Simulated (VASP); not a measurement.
InAs (zincblende type), 4 atoms in the cell. The structure is cubic, space group F-43m (No. 216). Conventional cell: a = 6.187 Å, b = 6.187 Å, c = 6.187 Å, α = 90.00°, β = 90.00°, γ = 90.00°. Within 3.5 Å of In (site symmetry -43m) lie 4 As at 2.68 Å. As (site symmetry -43m) has 4 In at 2.68 Å within 3.5 Å. 

```yaml
Program: VASP 6.6.1
Task: single point
Functional: PBE
Potentials_or_basis: VASP PAW PBE potentials, release 64 (In_d, As)
Cutoff: 520 eV
k_mesh: 6 × 4 × 6
Occupations: fermi-dirac, width 0.02 eV
Spin: no spin polarisation
Dipole_correction: no
Further_INCAR_settings: ALGO = Normal; EDIFF = 1e-06; NBANDS = 26
```

Potentials or basis: VASP PAW PBE potentials, release 64 (In_d, As).

Command:

```bash
$ cat potpaw_PBE.64/In_d/POTCAR potpaw_PBE.64/As/POTCAR > POTCAR
$ mpirun -np 1 vasp_std > vasp.out
```

Hardware: 1 thread of Intel(R) Xeon(R) Platinum 8488C (Sapphire Rapids), with other jobs on the host.

Task: Estimate the wall time of this run.

Result: It took 55 s on 1 thread of Intel(R) Xeon(R) Platinum 8488C (Sapphire Rapids), with other jobs on the host, peak memory 0.29 GiB. Counts: scf iterations 13, k points 30.
